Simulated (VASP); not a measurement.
# Ti3Al (Fm-3m) in VASP: a series of runs

The runs below take Ti3Al through single point, with PBEsol.

Program: VASP 6.6.1. These are calculated values, not measurements. Logs are shortened: lines on timing, memory, paths and dates and some standing lists are left out, and cuts for length are marked.

## (1) The cell of the first run

It takes space group Fm-3m (No. 225, cubic). The conventional cell has a = 6.104 Å, b = 6.104 Å, c = 6.104 Å, α = 90.00°, β = 90.00°, γ = 90.00°. Ti (site symmetry -43m) has 10 Ti at 2.64 to 3.05 Å and 4 Al at 2.64 Å within 3.5 Å. Within 3.5 Å of Ti (site symmetry m-3m) lie 8 Ti at 2.64 Å and 6 Al at 3.05 Å. Al (site symmetry m-3m) has 14 Ti at 2.64 to 3.05 Å within 3.5 Å.

## (2) Single point, PBEsol, collinear spin (14.22 Å³/atom)

The input, INCAR:

```
SYSTEM = Ti3Al
PREC = Accurate ; ENCUT = 520
EDIFF = 1E-6 ; ISMEAR = 0
SIGMA = 0.15 ; LREAL = .False.
LASPH = .True. ; NELM = 150
ALGO = Normal ; ISIF = 2
LWAVE = .False. ; LCHARG = .False.
ISPIN = 2 ; MAGMOM = 1 1 1 0
LORBIT = 11 ; NUPDOWN = 3.0
LMAXMIX = 4 ; GGA = PS
NBANDS = 32
```

The input, KPOINTS:

```
Automatic mesh
0
Gamma
  12 12 12
  0 0 0
```

The input, POSCAR:

```
Ti3Al
1.0
    0.0000000000      3.0521976457      3.0521976457
    3.0521976457      0.0000000000      3.0521976457
    3.0521976457      3.0521976457      0.0000000000
Ti Al
3 1
Direct
    0.7500000000      0.7500000000      0.7500000000
    0.2500000000      0.2500000000      0.2500000000
    0.0000000000      0.0000000000      0.0000000000
    0.5000000000      0.5000000000      0.5000000000
```

Potentials or basis: VASP PAW PBE potentials, release 64 (Ti_sv, Al).

Command:

```bash
$ cat potpaw_PBE.64/Ti_sv/POTCAR potpaw_PBE.64/Al/POTCAR > POTCAR
$ mpirun -np 1 vasp_std > vasp.out
```

OUTCAR:

```text
SYSTEM = Ti3Al
   PREC = Accurate
   ENCUT = 520
   EDIFF = 1E-6
   ISMEAR = 0
   LREAL = .False.
   LASPH = .True.
   NELM = 150
   ISIF = 2
   ISPIN = 2
   LORBIT = 11
   NUPDOWN = 3.0
   GGA = PS

 ion  position               nearest neighbor table
   1  0.750  0.750  0.750-   3 2.64   4 2.64   4 2.64   4 2.64   4 2.64   3 2.64   3 2.64   3 2.64

   2  0.250  0.250  0.250-   3 2.64   4 2.64   3 2.64   3 2.64   3 2.64   4 2.64   4 2.64   4 2.64

   3  0.000  0.000  0.000-   1 2.64   2 2.64   1 2.64   1 2.64   1 2.64   2 2.64   2 2.64   2 2.64
                             4 3.05   4 3.05   4 3.05   4 3.05   4 3.05   4 3.05
   4  0.500  0.500  0.500-   1 2.64   2 2.64   2 2.64   2 2.64   2 2.64   1 2.64   1 2.64   1 2.64
                             3 3.05   3 3.05   3 3.05   3 3.05   3 3.05   3 3.05

  LATTYP: Found a face centered cubic cell.
 ALAT       =     6.1043952914

  Lattice vectors:

 A1 = (   0.0000000000,   3.0521976457,   3.0521976457)
 A2 = (   3.0521976457,   0.0000000000,   3.0521976457)
 A3 = (   3.0521976457,   3.0521976457,   0.0000000000)

Analysis of symmetry for initial positions (statically):
=====================================================================
 Subroutine PRICEL returns:
 Original cell was already a primitive cell.

 Routine SETGRP: Setting up the symmetry group for a
 face centered cubic supercell.

 Subroutine GETGRP returns: Found 48 space group operations
 (whereof 48 operations were pure point group operations)
 out of a pool of 48 trial point group operations.

The static configuration has the point symmetry O_h .

Analysis of symmetry for dynamics (positions and initial velocities):
=====================================================================
 Subroutine PRICEL returns:
 Original cell was already a primitive cell.

 Routine SETGRP: Setting up the symmetry group for a
 face centered cubic supercell.

 Subroutine GETGRP returns: Found 48 space group operations
 (whereof 48 operations were pure point group operations)
 out of a pool of 48 trial point group operations.

The dynamic configuration has the point symmetry O_h .

Analysis of structural, dynamic, and magnetic symmetry:
=====================================================================
 Subroutine PRICEL returns:
 Original cell was already a primitive cell.

 Routine SETGRP: Setting up the symmetry group for a
 face centered cubic supercell.

 Subroutine GETGRP returns: Found 48 space group operations
 (whereof 48 operations were pure point group operations)
 out of a pool of 48 trial point group operations.

The overall configuration has the point symmetry O_h .

 Subroutine INISYM returns: Found 48 space group operations
 (whereof 48 operations are pure point group operations),
 and found     1 'primitive' translations

----------------------------------------------------------------------------------------

                                     Primitive cell

  volume of cell :      56.8680

  direct lattice vectors                    reciprocal lattice vectors
     0.000000000  3.052197646  3.052197646    -0.163816390  0.163816390  0.163816390
     3.052197646  0.000000000  3.052197646     0.163816390 -0.163816390  0.163816390
     3.052197646  3.052197646  0.000000000     0.163816390  0.163816390 -0.163816390

  length of vectors
     4.316459306  4.316459306  4.316459306     0.283738311  0.283738311  0.283738311

  position of ions in fractional coordinates (direct lattice)
     0.750000000  0.750000000  0.750000000
     0.250000000  0.250000000  0.250000000
     0.000000000  0.000000000  0.000000000
     0.500000000  0.500000000  0.500000000

  ion indices of the primitive-cell ions
   primitive index   ion index
                 1           1
                 2           2
                 3           3
                 4           4

----------------------------------------------------------------------------------------

 KPOINTS: Automatic mesh

Automatic generation of k-mesh.
 Grid dimensions read from file:
 generate k-points for:   12   12   12

 Generating k-lattice:

  Cartesian coordinates                     Fractional coordinates (reciprocal lattice)
    -0.013651366  0.013651366  0.013651366     0.083333333  0.000000000  0.000000000
     0.013651366 -0.013651366  0.013651366     0.000000000  0.083333333  0.000000000
     0.013651366  0.013651366 -0.013651366     0.000000000  0.000000000  0.083333333

  Length of vectors
     0.023644859  0.023644859  0.023644859

  Shift w.r.t. Gamma in fractional coordinates (k-lattice)
     0.000000000  0.000000000  0.000000000

 Subroutine IBZKPT returns following result:
 ===========================================

 Found     72 irreducible k-points:

 Following reciprocal coordinates:
            Coordinates               Weight
  0.000000  0.000000  0.000000      1.000000
  0.083333  0.000000  0.000000      8.000000
  0.166667  0.000000  0.000000      8.000000
  0.250000  0.000000  0.000000      8.000000
  0.333333  0.000000  0.000000      8.000000
  0.416667  0.000000  0.000000      8.000000
[... 16 lines left out ...]
  0.500000  0.166667  0.000000     24.000000
 -0.416667  0.166667  0.000000     24.000000
 [... further k-points ...]
   k-points           NKPTS =     72   k-points in BZ     NKDIM =     72   number of bands    NBANDS=     32
   number of dos      NEDOS =    301   number of ions     NIONS =      4
   total plane-waves  NPLWV =  32768
   dimension x,y,z NGX =    32 NGY =   32 NGZ =   32
   dimension x,y,z NGXF=    64 NGYF=   64 NGZF=   64
   ions per type =               3   1
   NGX,Y,Z   is equivalent  to a cutoff of  12.32, 12.32, 12.32 a.u.
   NGXF,Y,Z  is equivalent  to a cutoff of  24.65, 24.65, 24.65 a.u.
 SYSTEM =  Ti3Al
   PREC   = accura    normal or accurate (medium, high low for compatibility)
   ISTART =      0    job   : 0-new  1-cont  2-samecut
   ICHARG =      2    charge: 1-file 2-atom 10-const
   ISPIN  =      2    spin polarized calculation?
   LNONCOLLINEAR =      F non collinear calculations
   LSORBIT =      F    spin-orbit coupling
   LASPH  =      T    aspherical Exc in radial PAW
   ENCUT  =  520.0 eV  38.22 Ry    6.18 a.u.   8.03  8.03  8.03*2*pi/ulx,y,z
   NELM   =    150;   NELMIN=  2; NELMDL= -5     # of ELM steps
   EDIFF  = 0.1E-05   stopping-criterion for ELM
   LREAL  =      F    real-space projection
   EDIFFG = 0.1E-04   stopping-criterion for IOM
   NSW    =      0    number of steps for IOM
   IBRION =     -1    ionic relax: 0-MD 1-quasi-New 2-CG
   NFREE  =      0    steps in history (QN), initial steepest desc. (CG)
   ISIF   =      2    stress and relaxation
   ISYM   =      2    0-nonsym 1-usesym 2-fastsym
   POTIM  = 0.5000    time-step for ionic-motion
   TEBEG  =    0.0;   TEEND  =   0.0 temperature during run
   PSTRESS=    0.0 pullay stress
   NELECT =      39.0000    total number of electrons
   NUPDOWN=       3.0000    fix difference up-down
   EMIN   =  10.00;   EMAX   =-10.00  energy-range for DOS
   EFERMI =   0.00;   METHOD = LEGACY
   ISMEAR =     0;   SIGMA  =   0.15  broadening in eV -4-tet -1-fermi 0-gaus
   EFERMI_NEDOS =   21; number of points for ismear=-14 and -15
   IALGO  =     38    algorithm
   IMIX   =      4    mixing-type and parameters
     AMIX     =   0.40;   BMIX     =  1.00
     AMIX_MAG =   1.60;   BMIX_MAG =  1.00
  volume/ion in A,a.u.               =      14.22        95.94
  Fermi-wavevector in a.u.,A,eV,Ry     =   1.443689  2.728177 28.357787  2.084239
  Thomas-Fermi vector in A             =   2.562069
   LORBIT       =     11    0 simple, 1 ext, 2 COOP (PROOUT), +10 PAW based schemes
   GGA     = PS    functional components
   LHFCALC =     F    Hartree Fock is set to
   AEXX    =    0.0000 exact exchange contribution
   IVDW    =     0    specifies the selected vdW correction
   LEPSILON=     F    determine dielectric tensor
   LRPA    =     F    only Hartree local field effects (RPA)
 spin polarized calculation
 Gauss-broadening in eV      SIGMA  =   0.15
  energy-cutoff  :      520.00
  volume of cell :       56.87
 maximum number of plane-waves:      1550
   NGX = 17   NGY = 17   NGZ = 17

 number of electron      38.9999985 magnetization       2.9999999

 Free energy of the ion-electron system (eV)
  ---------------------------------------------------
  ext. energy  EPLUGINS =         0.00000000
  ---------------------------------------------------
  free energy    TOTEN  =       -29.12685573 eV

  energy without entropy =      -29.07700512  energy(sigma->0) =      -29.10193043

 E-fermi :   9.7489     XC(G=0): -12.1599

 val. band max:       10.2408383894   @ k =  -0.2500   0.5000   0.2500
 cond. band min:       9.7494238316   @ k =   0.4167   0.1667   0.0000
 fundamental gap:     -0.4914145579
 Fermi energy:        10.2539303109

 spin component 1

 k-point     1 :       0.0000    0.0000    0.0000
  band No.  band energies     occupation
      1     -46.4709      1.00000
      2     -46.2622      1.00000
      3     -46.1077      1.00000
      4     -22.9566      1.00000
      5     -22.9566      1.00000
      6     -22.9566      1.00000
[... 805 lines left out ...]
     30      15.0484      0.00000
     31      15.2972      0.00000

 [... further k-points ...]

 spin component 2

 k-point     1 :       0.0000    0.0000    0.0000
  band No.  band energies     occupation
      1     -45.9087      1.00000
      2     -45.7861      1.00000
      3     -45.2504      1.00000
      4     -22.3427      1.00000
      5     -22.3427      1.00000
      6     -22.3427      1.00000
[... 805 lines left out ...]
     30      15.6076      0.00000
     31      15.8167      0.00000

 [... further k-points ...]

 [bands above 31 left out]

------------------------ aborting loop because EDIFF is reached ----------------------------------------

  FORCE on cell =-STRESS in cart. coord.  units (eV):
  Direction    XX          YY          ZZ          XY          YZ          ZX
  --------------------------------------------------------------------------------------
  -------------------------------------------------------------------------------------
  Total        7.8456075      7.8456075      7.8456075      0.0000000      0.0000000      0.0000000
  in kB      221.0391526    221.0391526    221.0391526      0.0000000      0.0000000      0.0000000
  external PRESSURE =     221.0391526 kB  Pullay stress =       0.0000000 kB

 VOLUME and BASIS-vectors are now :
 -----------------------------------------------------------------------------
  energy-cutoff  :      520.00
  volume of cell :       56.87
      direct lattice vectors                 reciprocal lattice vectors
     0.000000000  3.052197646  3.052197646    -0.163816390  0.163816390  0.163816390
     3.052197646  0.000000000  3.052197646     0.163816390 -0.163816390  0.163816390
     3.052197646  3.052197646  0.000000000     0.163816390  0.163816390 -0.163816390

 POSITION                                       TOTAL-FORCE (eV/Angst)
 -----------------------------------------------------------------------------------
      4.57830      4.57830      4.57830         0.000000      0.000000      0.000000
      1.52610      1.52610      1.52610        -0.000000     -0.000000     -0.000000
      0.00000      0.00000      0.00000         0.000000      0.000000      0.000000
      3.05220      3.05220      3.05220         0.000000      0.000000      0.000000
 -----------------------------------------------------------------------------------
    total drift:                               -0.000000     -0.000000      0.000000

  FREE ENERGIE OF THE ION-ELECTRON SYSTEM (eV)
  ---------------------------------------------------
  free  energy   TOTEN  =       -29.1268557347 eV

  energy  without entropy=      -29.0770051232  energy(sigma->0) =      -29.10193043

 total charge

# of ion       s       p       d       tot
------------------------------------------
    1        2.245   6.174   2.053  10.473
    2        2.245   6.174   2.053  10.473
    3        2.291   6.138   2.115  10.544
    4        0.430   0.484   0.000   0.914
--------------------------------------------------
tot          7.212  18.970   6.222  32.404

 magnetization (x)

# of ion       s       p       d       tot
------------------------------------------
    1        0.006   0.066   0.498   0.570
    2        0.006   0.066   0.498   0.570
    3        0.013   0.059   1.043   1.115
    4       -0.007  -0.001   0.000  -0.008
--------------------------------------------------
tot          0.018   0.190   2.038   2.246
```

It took 1.7 min on 1 thread of Intel Xeon 6975P-C (Granite Rapids), shared host; peak memory 0.32 GiB.

What came out:

- Free energy: -29.1269 eV
- Pressure: 22.1 GPa
- Net moment: 3.00 μB per cell
- Site moments: Ti +0.57, +1.11 (each value once); Al -0.01 μB
- Valence electrons inside the program's atomic spheres: Ti 10.47, 10.54 (each value once); Al 0.91

Caveat: the cell stands under pressure; the PAW data sets were made with another functional, which shifts forces and pressure a little; the total moment is fixed, so each spin has its own Fermi level.

[end of part 1 of 2]
